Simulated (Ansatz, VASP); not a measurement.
## One calculation of AlGa3As4, two programs

```xyz
8
Lattice="4.0735 0.0000 0.0000 0.0000 4.0735 0.0000 0.0000 0.0000 11.3510" Properties=species:S:1:pos:R:3 pbc="T T T"
Al    2.0368    2.0368    5.6755
Ga    0.0000    0.0000    8.5094
Ga    2.0368    2.0368    0.0000
Ga    0.0000    0.0000    2.8416
As    2.0368    0.0000    9.9308
As    0.0000    2.0368    1.4202
As    2.0368    0.0000    4.2694
As    0.0000    2.0368    7.0816
```

Alike in both runs: functional PBE; k mesh 4 × 4 × 2; occupations gaussian, width 0.1 eV; no spin polarisation.

Ansatz relaxed the structure, and its values are those at the end. VASP's run is a single point on that final structure, the one shown.

|  | VASP | Ansatz |
| --- | --- | --- |
| version | VASP 6.6.1 | Ansatz 0.2.0 |
| potentials or method | VASP PAW PBE potentials, release 64 (Al, Ga_d, As), cutoff 520 eV | scalar-relativistic, plane waves, PAW |
| valence electrons in the cell | 62 | 102 |

|  | VASP | Ansatz | Ansatz less VASP |
| --- | --- | --- | --- |
| gap on the k mesh at the Fermi level (eV) | 0.53 | 0.52 | -0.003 |
| least direct gap on the mesh (eV) | 0.53 | 0.52 | -0.003 |
| pressure (GPa) | 0.5 | 0.3 | -0.17 |

VASP's potentials hold 62 valence electrons a cell and Ansatz's 102, so a difference there can come from the potentials and not from the codes.
